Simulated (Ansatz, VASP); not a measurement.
## Two plane-wave programs on TaN

The input INCAR:

```
PREC = Accurate
ENCUT = 600
EDIFF = 1E-6
ISMEAR = 0
SIGMA = 0.1
LREAL = False
LASPH = True
NELM = 60
ALGO = Normal
ISIF = 3
LWAVE = False
LCHARG = False
GGA = PE
IVDW = 12
IBRION = 2
NSW = 70
EDIFFG = -0.005
```

KPOINTS

```
regular mesh
0
Gamma
  16 16 16
```

Contents of POSCAR:

```
TaN
1.0
    0.0000000000      2.2086347780      2.2086347780
    2.2086347780      0.0000000000      2.2086347780
    2.2086347780      2.2086347780      0.0000000000
Ta N
1 1
Direct
    0.5000000000      0.5000000000      0.5000000000
    0.0000000000      0.0000000000      0.0000000000
```

Input for Ansatz:

```yaml
crystal:
  lattice:
    - [0.0, 2.208634778, 2.208634778]
    - [2.208634778, 0.0, 2.208634778]
    - [2.208634778, 2.208634778, 0.0]
  atoms:
    - { symbol: Ta, position: [0.5, 0.5, 0.5] }
    - { symbol: "N", position: [0.0, 0.0, 0.0] }
basis:
  ecutwfc: 420
kpoints:
  mp_grid: { grid: [16, 16, 16] }
hamiltonian:
  xc: pbe
  dispersion: d3bj
scf:
  occupations: { method: gaussian, width: 0.1 }
output:
  forces: true
  stress: true
  eigenvalues: true
relax:
  adjacent_minimum: "off"
  f_tol: 0.005
  max_steps: 50
  cell: { stress_tol: 0.05 }
```

Alike in both runs: task relaxation of cell and atoms; functional PBE; dispersion D3(BJ); k mesh 16 × 16 × 16; occupations gaussian, width 0.1 eV; no spin polarisation.

```csv
,VASP,Ansatz
version,VASP 6.6.1,Ansatz 0.2.0
potentials or method,"VASP PAW PBE potentials, release 64 (Ta_pv, N), cutoff 600 eV","scalar-relativistic, plane waves, PAW"
valence electrons in the cell,16,18
```

|  | VASP | Ansatz | Ansatz less VASP |
| --- | --- | --- | --- |
| gap on the k mesh at the Fermi level, each at its own relaxed structure (eV) | none | none | - |
| relaxed volume (Å³/atom) | 10.57 | 10.54 | -0.026 |
| relaxed cell length with the largest relative difference (Å) | 3.103 | 3.101 | -0.0026 |

A gap of «none» marks a metal or a gap that the smearing closes. VASP's potentials hold 16 valence electrons a cell and Ansatz's 18, so a difference there can come from the potentials and not from the codes.

Neither program's run includes spin-orbit coupling.
